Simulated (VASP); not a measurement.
# Li (Fmmm) in VASP: single point with PBE

Aim: the single point of Li with PBE.

Program: VASP 6.6.1. These are calculated values, not measurements. Logs are shortened: lines on timing, memory, paths and dates and some standing lists are left out, and cuts for length are marked.

### 1 The cell of the first run

The structure is orthorhombic, space group Fmmm (No. 69). Conventional cell: a = 3.053 Å, b = 5.051 Å, c = 10.549 Å, α = 90.00°, β = 90.00°, γ = 90.00°. Within 3.6 Å of Li (site symmetry mm2) lie 11 Li at 2.75 to 3.57 Å.

### 2 Single point, PBE

INCAR

```
PREC     = Accurate       # precision mode
ENCUT    = 520            # plane-wave cutoff, eV
EDIFF    = 1E-7           # SCF threshold, eV
ISMEAR   = 0              # smearing method
SIGMA    = 0.1            # smearing width, eV
LREAL    = False          # projectors in reciprocal space
LASPH    = True           # aspherical terms in the spheres
NELM     = 100            # most SCF steps
ALGO     = Fast           # electronic algorithm
ISIF     = 2              # what is computed and relaxed
LWAVE    = False          # write WAVECAR
LCHARG   = True           # write CHGCAR
GGA      = PE             # functional
LELF     = True           # ELF
LVHAR    = True         
NBANDS   = 10             # bands
```

KPOINTS

```
regular mesh
0
Gamma
  16 16 16
```

POSCAR

```
Li
1.0
    0.0000000000      2.5256385766      5.2742574805
    1.5265644174      0.0000000000      5.2742574805
    1.5265644174      2.5256385766      0.0000000000
Li
2
Direct
    0.8697154636      0.8697154636      0.1302845364
    0.1302845364      0.1302845364      0.8697154636
```

Potentials or basis: VASP PAW PBE potentials, release 64 (Li_sv).

The run is started by

```console
> cat potpaw_PBE.64/Li_sv/POTCAR > POTCAR
> mpirun -np 1 vasp_std > vasp.out
```

OUTCAR:

```text
PREC = Accurate
   ENCUT = 520
   EDIFF = 1E-7
   ISMEAR = 0
   LREAL = False
   LASPH = True
   NELM = 100
   ISIF = 2
   GGA = PE

 ion  position               nearest neighbor table
   1  0.870  0.870  0.130-
   2  0.130  0.130  0.870-

  LATTYP: Found a face centered orthorhombic cell.
 ALAT       =     3.0531288348
 B/A-ratio  =     1.6544592209
 C/A-ratio  =     3.4549852076

  Lattice vectors:

 A1 = (   0.0000000000,   2.5256385766,   5.2742574805)
 A2 = (   1.5265644174,   0.0000000000,   5.2742574805)
 A3 = (   1.5265644174,   2.5256385766,   0.0000000000)

Analysis of symmetry for initial positions (statically):
=====================================================================
 Subroutine PRICEL returns:
 Original cell was already a primitive cell.

 Routine SETGRP: Setting up the symmetry group for a
 face centered orthorhombic supercell.

 Subroutine GETGRP returns: Found  8 space group operations
 (whereof  8 operations were pure point group operations)
 out of a pool of  8 trial point group operations.

The static configuration has the point symmetry D_2h.

Analysis of symmetry for dynamics (positions and initial velocities):
=====================================================================
 Subroutine PRICEL returns:
 Original cell was already a primitive cell.

 Routine SETGRP: Setting up the symmetry group for a
 face centered orthorhombic supercell.

 Subroutine GETGRP returns: Found  8 space group operations
 (whereof  8 operations were pure point group operations)
 out of a pool of  8 trial point group operations.

The dynamic configuration has the point symmetry D_2h.

 Subroutine INISYM returns: Found  8 space group operations
 (whereof  8 operations are pure point group operations),
 and found     1 'primitive' translations

----------------------------------------------------------------------------------------

                                     Primitive cell

  volume of cell :      40.6703

  direct lattice vectors                    reciprocal lattice vectors
     0.000000000  2.525638577  5.274257481    -0.327532854  0.197969735  0.094800074
     1.526564417  0.000000000  5.274257481     0.327532854 -0.197969735  0.094800074
     1.526564417  2.525638577  0.000000000     0.327532854  0.197969735 -0.094800074

  length of vectors
     5.847789513  5.490736826  2.951143700     0.394280155  0.394280155  0.394280155

  position of ions in fractional coordinates (direct lattice)
     0.869715464  0.869715464  0.130284536
     0.130284536  0.130284536  0.869715464

  ion indices of the primitive-cell ions
   primitive index   ion index
                 1           1
                 2           2

----------------------------------------------------------------------------------------

 KPOINTS: regular mesh

Automatic generation of k-mesh.
 Grid dimensions read from file:
 generate k-points for:   16   16   16

 Generating k-lattice:

  Cartesian coordinates                     Fractional coordinates (reciprocal lattice)
    -0.020470803  0.012373108  0.005925005     0.062500000 -0.000000000 -0.000000000
     0.020470803 -0.012373108  0.005925005     0.000000000  0.062500000  0.000000000
     0.020470803  0.012373108 -0.005925005     0.000000000  0.000000000  0.062500000

  Length of vectors
     0.024642510  0.024642510  0.024642510

  Shift w.r.t. Gamma in fractional coordinates (k-lattice)
     0.000000000  0.000000000  0.000000000

 Subroutine IBZKPT returns following result:
 ===========================================

 Found    621 irreducible k-points:

 Following reciprocal coordinates:
            Coordinates               Weight
  0.000000  0.000000  0.000000      1.000000
  0.062500  0.000000  0.000000      8.000000
  0.125000  0.000000  0.000000      8.000000
  0.187500  0.000000  0.000000      8.000000
  0.250000  0.000000  0.000000      8.000000
  0.312500  0.000000  0.000000      8.000000
[... 16 lines left out ...]
 -0.125000  0.062500 -0.000000      8.000000
 -0.062500  0.062500  0.000000      4.000000
 [... further k-points ...]
   k-points           NKPTS =    621   k-points in BZ     NKDIM =    621   number of bands    NBANDS=     10
   number of dos      NEDOS =    301   number of ions     NIONS =      2
   total plane-waves  NPLWV =  48384
   dimension x,y,z NGX =    48 NGY =   42 NGZ =   24
   dimension x,y,z NGXF=    96 NGYF=   84 NGZF=   48
   ions per type =               2
   NGX,Y,Z   is equivalent  to a cutoff of  13.65, 12.72, 13.52 a.u.
   NGXF,Y,Z  is equivalent  to a cutoff of  27.29, 25.43, 27.04 a.u.
 SYSTEM =  unknown system
   PREC   = accura    normal or accurate (medium, high low for compatibility)
   ISTART =      0    job   : 0-new  1-cont  2-samecut
   ICHARG =      2    charge: 1-file 2-atom 10-const
   ISPIN  =      1    spin polarized calculation?
   LNONCOLLINEAR =      F non collinear calculations
   LSORBIT =      F    spin-orbit coupling
   LASPH  =      T    aspherical Exc in radial PAW
   ENCUT  =  520.0 eV  38.22 Ry    6.18 a.u.  10.87 10.21  5.49*2*pi/ulx,y,z
   NELM   =    100;   NELMIN=  2; NELMDL= -5     # of ELM steps
   EDIFF  = 0.1E-06   stopping-criterion for ELM
   LREAL  =      F    real-space projection
   EDIFFG = 0.1E-05   stopping-criterion for IOM
   NSW    =      0    number of steps for IOM
   IBRION =     -1    ionic relax: 0-MD 1-quasi-New 2-CG
   NFREE  =      0    steps in history (QN), initial steepest desc. (CG)
   ISIF   =      2    stress and relaxation
   ISYM   =      2    0-nonsym 1-usesym 2-fastsym
   POTIM  = 0.5000    time-step for ionic-motion
   TEBEG  =    0.0;   TEEND  =   0.0 temperature during run
   PSTRESS=    0.0 pullay stress
   NELECT =       6.0000    total number of electrons
   NUPDOWN=      -1.0000    fix difference up-down
   EMIN   =  10.00;   EMAX   =-10.00  energy-range for DOS
   EFERMI =   0.00;   METHOD = LEGACY
   ISMEAR =     0;   SIGMA  =   0.10  broadening in eV -4-tet -1-fermi 0-gaus
   EFERMI_NEDOS =   21; number of points for ismear=-14 and -15
   IALGO  =     68    algorithm
   IMIX   =      4    mixing-type and parameters
     AMIX     =   0.40;   BMIX     =  1.00
     AMIX_MAG =   1.60;   BMIX_MAG =  1.00
  volume/ion in A,a.u.               =      20.34       137.23
  Fermi-wavevector in a.u.,A,eV,Ry     =   0.865033  1.634675 10.180997  0.748282
  Thomas-Fermi vector in A             =   1.983217
   LORBIT       =      0    0 simple, 1 ext, 2 COOP (PROOUT), +10 PAW based schemes
   GGA     = PE    functional components
   LHFCALC =     F    Hartree Fock is set to
   AEXX    =    0.0000 exact exchange contribution
   IVDW    =     0    specifies the selected vdW correction
   LEPSILON=     F    determine dielectric tensor
   LRPA    =     F    only Hartree local field effects (RPA)
 non-spin polarized calculation
 RMM-DIIS sequential band-by-band and
 Gauss-broadening in eV      SIGMA  =   0.10
  energy-cutoff  :      520.00
  volume of cell :       40.67
 maximum number of plane-waves:      1130
 NGX is ok and might be reduce to    48
   NGX = 21   NGY = 21   NGZ = 11

 number of electron       6.0000000 magnetization

 Free energy of the ion-electron system (eV)
  ---------------------------------------------------
  ext. energy  EPLUGINS =         0.00000000
  ---------------------------------------------------
  free energy    TOTEN  =        -3.73915148 eV

  energy without entropy =       -3.73476165  energy(sigma->0) =       -3.73695656

 E-fermi :   0.5775     XC(G=0):  -7.0334

 val. band max:        0.5747088850   @ k =  -0.3750   0.1250   0.5000
 cond. band min:       0.5777356405   @ k =  -0.3750   0.1250   0.4375
 fundamental gap:      0.0030267555
 Fermi energy:         0.5774576047

 k-point     1 :       0.0000    0.0000    0.0000
  band No.  band energies     occupation
      1     -45.9992      2.00000
      2     -45.9794      2.00000
      3      -2.9307      2.00000
      4       0.1726      2.00000
      5       2.9292      0.00000
      6      13.7663      0.00000
      7      14.0976      0.00000
      8      14.3830      0.00000
      9      14.5006      0.00000
     10      15.5669      0.00000

 k-point     2 :       0.0625    0.0000    0.0000
  band No.  band energies     occupation
      1     -45.9985      2.00000
      2     -45.9790      2.00000
      3      -2.8633      2.00000
      4       0.2333      2.00000
      5       2.9918      0.00000
      6      13.5469      0.00000
      7      13.6446      0.00000
      8      14.0053      0.00000
      9      14.1313      0.00000
     10      14.9253      0.00000

 k-point     3 :       0.1250    0.0000    0.0000
  band No.  band energies     occupation
      1     -45.9964      2.00000
      2     -45.9778      2.00000
      3      -2.6604      2.00000
      4       0.4123      1.98046
      5       3.1800      0.00000
      6      12.0966      0.00000
      7      12.5255      0.00000
      8      13.3848      0.00000
      9      13.8173      0.00000
     10      14.1825      0.00000

 k-point     4 :       0.1875    0.0000    0.0000
  band No.  band energies     occupation
      1     -45.9932      2.00000
      2     -45.9761      2.00000
      3      -2.3225      2.00000
      4       0.7010      0.08063
      5       3.4886      0.00000
      6      10.3106      0.00000
      7      11.0759      0.00000
      8      12.6150      0.00000
      9      13.4568      0.00000
     10      13.7895      0.00000

 k-point     5 :       0.2500    0.0000    0.0000
  band No.  band energies     occupation
      1     -45.9894      2.00000
      2     -45.9741      2.00000
      3      -1.8504      2.00000
      4       1.0840      0.00000
      5       3.8879      0.00000
      6       8.6082      0.00000
      7       9.6314      0.00000
      8      11.9350      0.00000
      9      12.9296      0.00000
     10      13.5983      0.00000

 k-point     6 :       0.3125    0.0000    0.0000
  band No.  band energies     occupation
      1     -45.9855      2.00000
      2     -45.9722      2.00000
      3      -1.2487      2.00000
      4       1.5337      0.00000
      5       4.2467      0.00000
      6       7.2010      0.00000
      7       8.3535      0.00000
      8      11.3798      0.00000
      9      12.4610      0.00000
     10      13.3251      0.00000
[... 183 lines left out ...]
 k-point    21 :      -0.2500    0.0625    0.0000
  band No.  band energies     occupation
      1     -45.9861      2.00000
      2     -45.9717      2.00000
      3      -1.3137      2.00000
      4       1.9105      0.00000
      5       3.8124      0.00000
      6       7.2594      0.00000
      7       8.1317      0.00000
      8      11.4146      0.00000
      9      12.4055      0.00000
     10      13.8900      0.00000

 k-point    22 :      -0.1875    0.0625    0.0000
  band No.  band energies     occupation
      1     -45.9899      2.00000
      2     -45.9736      2.00000
      3      -1.8989      2.00000
      4       1.3799      0.00000
      5       3.5021      0.00000
      6       8.7938      0.00000
      7       9.3809      0.00000
      8      11.9720      0.00000
      9      12.8689      0.00000
     10      14.2405      0.00000

 k-point    23 :      -0.1250    0.0625   -0.0000
  band No.  band energies     occupation
      1     -45.9936      2.00000
      2     -45.9757      2.00000
      3      -2.3545      2.00000
      4       0.8975      0.00001
      5       3.2239      0.00000
      6      10.5417      0.00000
      7      10.8400      0.00000
      8      12.6529      0.00000
      9      13.4077      0.00000
     10      14.3173      0.00000

 k-point    24 :      -0.0625    0.0625    0.0000
  band No.  band energies     occupation
      1     -45.9966      2.00000
      2     -45.9776      2.00000
      3      -2.6763      2.00000
      4       0.5078      1.67551
      5       3.0491      0.00000
      6      12.3182      0.00000
      7      12.3665      0.00000
      8      13.4072      0.00000
      9      13.9194      0.00000
     10      14.2697      0.00000

 [... further k-points ...]

------------------------ aborting loop because EDIFF is reached ----------------------------------------

  FORCE on cell =-STRESS in cart. coord.  units (eV):
  Direction    XX          YY          ZZ          XY          YZ          ZX
  --------------------------------------------------------------------------------------
  -------------------------------------------------------------------------------------
  Total       -0.0208724     -0.0141316     -0.0226620      0.0000000      0.0000000      0.0000000
  in kB       -0.8222523     -0.5567041     -0.8927516      0.0000000      0.0000000      0.0000000
  external PRESSURE =      -0.7572360 kB  Pullay stress =       0.0000000 kB

 VOLUME and BASIS-vectors are now :
 -----------------------------------------------------------------------------
  energy-cutoff  :      520.00
  volume of cell :       40.67
      direct lattice vectors                 reciprocal lattice vectors
     0.000000000  2.525638577  5.274257481    -0.327532854  0.197969735  0.094800074
     1.526564417  0.000000000  5.274257481     0.327532854 -0.197969735  0.094800074
     1.526564417  2.525638577  0.000000000     0.327532854  0.197969735 -0.094800074

 POSITION                                       TOTAL-FORCE (eV/Angst)
 -----------------------------------------------------------------------------------
      1.52656      2.52564      9.17421         0.000000      0.000000      0.000990
      1.52656      2.52564      1.37431         0.000000      0.000000     -0.000990
 -----------------------------------------------------------------------------------
    total drift:                                0.000000      0.000000      0.000000

  FREE ENERGIE OF THE ION-ELECTRON SYSTEM (eV)
  ---------------------------------------------------
  free  energy   TOTEN  =        -3.7391514760 eV

  energy  without entropy=       -3.7347616480  energy(sigma->0) =       -3.73695656
```

Wall time 6.2 min (1 thread of AMD EPYC 9R45 (Zen 5), shared host); peak memory 0.31 GiB.

What came out:

* Free energy: -3.7392 eV
* Band gap on the k mesh: zero (bands 3 and 4 overlap by 4.51 eV)

Caveat: the cutoff is under 1.25 times the usual one of these potentials, so pressure, stress and relaxed cells hold a basis-set (Pulay) error.
